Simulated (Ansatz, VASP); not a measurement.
One calculation of Ta4N, two programs

```
CELL_PARAMETERS angstrom
4.85757 0.00000 0.00000
0.00000 4.85757 0.00000
0.00000 0.00000 4.85757
ATOMIC_POSITIONS crystal
Ta 0.50000 0.50000 0.50000
Ta 0.00000 0.50000 0.50000
Ta 0.50000 0.00000 0.50000
Ta 0.50000 0.50000 0.00000
N 0.00000 0.00000 0.00000
```

Change from the starting cell: species swapped into the Mn4N type (Pm-3m, No. 221).

Alike in both runs: functional PBE; k mesh 4 × 4 × 4; occupations gaussian, width 0.1 eV; no spin polarisation.

Ansatz relaxed the structure, and its values are those at the end. VASP's run is a single point on that final structure, the one shown.

|  | VASP | Ansatz |
| --- | --- | --- |
| version | VASP 6.6.1 | Ansatz 0.2.0 |
| potentials or method | VASP PAW PBE potentials, release 64 (Ta_pv, N), cutoff 520 eV | scalar-relativistic, plane waves, PAW |
| valence electrons in the cell | 49 | 57 |

|  | VASP | Ansatz | Ansatz less VASP |
| --- | --- | --- | --- |
| gap on the k mesh at the Fermi level (eV) | none | none | - |
| pressure (GPa) | 0.4 | 0.1 | -0.28 |

A gap of «none» marks a metal or a gap that the smearing closes. VASP's potentials hold 49 valence electrons a cell and Ansatz's 57, so a difference there can come from the potentials and not from the codes.

Neither program's run includes spin-orbit coupling.
